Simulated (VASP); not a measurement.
Input of a VASP 6.6.1 run:

File INCAR:

```
SYSTEM = Sn
ALGO = Fast ; EDIFF = 1E-6
ENCUT = 520 ; GGA = PE
ISIF = 2 ; ISMEAR = 0
LASPH = .True. ; LCHARG = .False.
LREAL = .False. ; LWAVE = .False.
NBANDS = 21 ; NELM = 100
PREC = Accurate ; SIGMA = 0.15
```

Contents of KPOINTS:

```
k-points
0
Gamma
  12 12 12
  0 0 0
```

The input POSCAR:

```
Sn
1.0
    0.0000000000      3.3429680000      3.1482320000
    3.3429680000      0.0000000000      3.1482320000
    3.3429680000      3.3429680000      0.0000000000
Sn
2
Direct
    0.5000000000      0.5000000000      0.5000000000
    0.7500000000      0.7500000000      0.7500000000
```

Potentials or basis: VASP PAW PBE potentials, release 64 (Sn_d).

Launch:

```bash
$ cat potpaw_PBE.64/Sn_d/POTCAR > POTCAR
$ mpirun -np 1 vasp_std > vasp.out
```

Question: What does it give for the pressure?

Answer: 1.8 GPa.

Question: What does it give for the band gap on the k mesh?

Answer: Zero (band 14 reaches 5.39 eV, above the bottom of band 15 at 5.23 eV).

Stress tensor (GPa, compression positive):
```
1.24 0.00 0.00
0.00 1.24 0.00
0.00 0.00 2.78
```

Caveat: the cell differs from its parent crystal (strain +0.030 along x and y, -0.030 along z); spin-orbit coupling is left out, which moves the levels of the heavy elements.
